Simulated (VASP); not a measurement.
A run of VASP 6.6.1 is set up as follows.

The input INCAR:

```
PREC = Accurate
ENCUT = 520
EDIFF = 1E-7
ISMEAR = 0
SIGMA = 0.05
LREAL = False
LASPH = True
NELM = 60
ALGO = Normal
ISIF = 2
LWAVE = False
LCHARG = True
GGA = PS
LELF = True
LVHAR = True
NBANDS = 16
```

File KPOINTS:

```
Automatic mesh
0
Gamma
  9 9 6
```

The input POSCAR:

```
MgO
1.0
    3.1878000000      0.0000000000      0.0000000000
   -1.5939000000      2.7607157822      0.0000000000
    0.0000000000      0.0000000000      4.9190000000
Mg O
2 2
Direct
    0.3333333333      0.6666666667      0.0036583380
    0.6666666667      0.3333333333      0.5036583380
    0.3333333333      0.6666666667      0.4009416620
    0.6666666667      0.3333333333      0.9009416620
```

Potentials or basis: VASP PAW PBE potentials, release 64 (Mg, O).

The run is started by

```bash
$ cat potpaw_PBE.64/Mg/POTCAR potpaw_PBE.64/O/POTCAR > POTCAR
$ mpirun -np 1 vasp_std > vasp.out
```

Predict the band gap on the k mesh.

3.90 eV, direct.

What does it give for the largest force?

0.134 eV/Å.

What does it give for the pressure?

13.5 GPa.

Stress tensor (GPa, compression positive):
```
15.50  0.00  0.00
 0.00 15.50  0.00
 0.00  0.00  9.46
```

Caveat: the PAW data sets were made with another functional, which shifts forces and pressure a little. PBEsol gaps usually lie below the measured ones, often by a third to a half.
